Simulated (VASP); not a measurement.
A run of VASP 6.6.1:

INCAR

```
SYSTEM = KI
PREC = Accurate
ENCUT = 500
EDIFF = 1E-7
ISMEAR = 0
SIGMA = 0.02
LREAL = .False.
LASPH = .True.
NELM = 120
ALGO = Normal
ISIF = 3
LWAVE = .False.
LCHARG = .False.
IBRION = 2
NSW = 100
EDIFFG = -0.002
GGA_COMPAT = .False.
NELMIN = 4
```

The input KPOINTS:

```
regular mesh
0
Gamma
  6 6 6
  0 0 0
```

Contents of POSCAR:

```
KI
1.0
    0.0000000000      3.5327750000      3.5327750000
    3.5327750000      0.0000000000      3.5327750000
    3.5327750000      3.5327750000      0.0000000000
K I
1 1
Direct
    0.0000000000      0.0000000000      0.0000000000
    0.5000000000      0.5000000000      0.5000000000
```

Potentials or basis: VASP PAW LDA potentials, release 64 (K_sv, I).

The run is started by

```console
$ cat potpaw_LDA.64/K_sv/POTCAR potpaw_LDA.64/I/POTCAR > POTCAR
$ mpirun -np 1 vasp_std > vasp.out
```

Hardware: 1 thread of Intel(R) Xeon(R) Platinum 8559C (Emerald Rapids) (shared host).

Question: How long does it take, and how much memory?

Answer: Run time: 24 s on 1 thread of Intel(R) Xeon(R) Platinum 8559C (Emerald Rapids), with other jobs on the host, peak memory 0.19 GiB. Counts: scf iterations 37, k points 16, ion steps 4.
